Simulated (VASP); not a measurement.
# CoSi2: single point with PBE

The system is CoSi2.

```xyz
3
Lattice="0.0000 2.6802 2.6802 2.6802 0.0000 2.6802 2.6802 2.6802 0.0000" Properties=species:S:1:pos:R:3 pbc="T T T"
Co    0.0000    0.0000    0.0000
Si    1.1761    1.3401    1.3401
Si    4.1843    4.0203    4.0203
```

This cell differs from its parent crystal: atoms displaced along a vibrational mode.

* Program: VASP 6.6.1
* Task: single point
* Functional: PBE
* Potentials or basis: VASP PAW PBE potentials, release 64 (Co, Si)
* Cutoff: 520 eV
* k mesh: 12 × 12 × 12
* Occupations: gaussian, width 0.15 eV
* Spin: no spin polarisation

```json
{
  "Pressure": "4.3 GPa",
  "Largest force": "2.199 eV/Å",
  "Band gap on the k mesh": "zero (an odd number of electrons rules out a gap without spin polarisation)"
}
```

Forces in eV/Å, atoms in the order of the input:
```
Co   0.000  0.000  0.000
Si   2.199  0.000  0.000
Si  -2.199  0.000  0.000
```

Stress tensor (GPa, compression positive):
```
 8.28  0.00  0.00
 0.00  2.27 11.94
 0.00 11.94  2.27
```

Levels at points of the mesh, in eV from the Fermi level:
```csv
k point,band 6,band 7,band 8,band 9,band 10,band 11,band 12,band 13
"(0.00, 0.00, 0.00)",-1.84,0.66,2.29,3.04,3.20,3.33,3.52,3.53
"(0.50, 0.00, 0.00)",-1.84,-1.66,-1.55,-0.08,2.90,2.99,4.00,4.29
"(0.00, 0.50, 0.00)",-1.75,-1.43,-0.96,0.62,2.14,2.76,3.73,4.19
"(0.50, 0.50, 0.00)",-2.63,-1.99,-1.64,-1.31,1.49,2.70,8.55,9.73
"(0.00, 0.50, 0.50)",-2.26,-1.90,-1.73,-1.44,1.42,2.89,8.69,9.31
```

Run time: 85 s on 1 thread of Intel(R) Xeon(R) Platinum 8488C (Sapphire Rapids) (shared host), peak memory 0.29 GiB.

Caveat: the cell differs from its parent crystal (atoms displaced along a vibrational mode); the stress differs along the axes, from 2 to 8 GPa; an odd number of electrons without spin polarisation forces a metal; a magnetic or distorted state may lie lower. Spin polarisation is off, so any magnetic state and its effect on volume and gap are missing.
